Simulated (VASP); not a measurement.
# Zn4SO3: single point with PBE

Crystal: Zn4SO3.

```
CELL_PARAMETERS angstrom
3.45884 0.00000 0.00000
0.00000 3.45884 0.00000
0.00000 0.00000 9.35065
ATOMIC_POSITIONS crystal
Zn 0.50000 0.00000 0.66083
Zn 0.00000 0.50000 0.88834
Zn 0.50000 0.00000 0.11166
Zn 0.00000 0.50000 0.33917
S 0.50000 0.50000 0.50000
O 0.00000 0.00000 0.77614
O 0.50000 0.50000 0.00000
O 0.00000 0.00000 0.22386
```

| Quantity | Value |
| --- | --- |
| Program | VASP 6.6.1 |
| Task | single point |
| Functional | PBE |
| Potentials or basis | VASP PAW PBE potentials, release 64 (Zn, S, O) |
| Cutoff | 520 eV |
| k mesh | 12 × 12 × 4 |
| Occupations | gaussian, width 0.1 eV |
| Spin | no spin polarisation |

* Pressure: 0.6 GPa
* Largest force: 0.032 eV/Å

Forces on the atoms (eV/Å):
```
Zn   0.000  0.000 -0.032
Zn   0.000  0.000 -0.003
Zn   0.000  0.000  0.003
Zn   0.000  0.000  0.032
S    0.000  0.000  0.000
O    0.000  0.000 -0.002
O    0.000  0.000  0.000
O    0.000  0.000  0.002
```

Stress tensor (GPa, compression positive):
```
0.62 0.00 0.00
0.00 0.62 0.00
0.00 0.00 0.49
```

Levels at points of the mesh, in eV from the Fermi level:
```csv
k point,band 33,band 34,band 35,band 36,band 37,band 38,band 39,band 40
"(0.00, 0.00, 0.00)",-1.57,-0.78,-0.26,-0.26,-0.01,3.10,3.54,4.81
"(0.50, 0.00, 0.00)",-1.91,-1.54,-1.46,-0.14,2.90,4.29,4.64,4.66
"(0.50, 0.50, 0.00)",-2.92,-2.62,-2.62,-2.45,3.67,3.82,5.27,5.27
"(0.00, 0.00, 0.50)",-1.41,-1.41,-0.29,-0.29,1.32,1.67,4.13,4.89
"(0.50, 0.00, 0.50)",-1.95,-1.91,-1.87,-0.14,3.08,4.32,4.48,4.68
"(0.50, 0.50, 0.50)",-2.87,-2.68,-2.68,-2.68,4.19,4.36,5.26,5.26
```

It took 16 min on 1 thread of AMD EPYC 7R13 (shared host), peak memory 0.42 GiB.
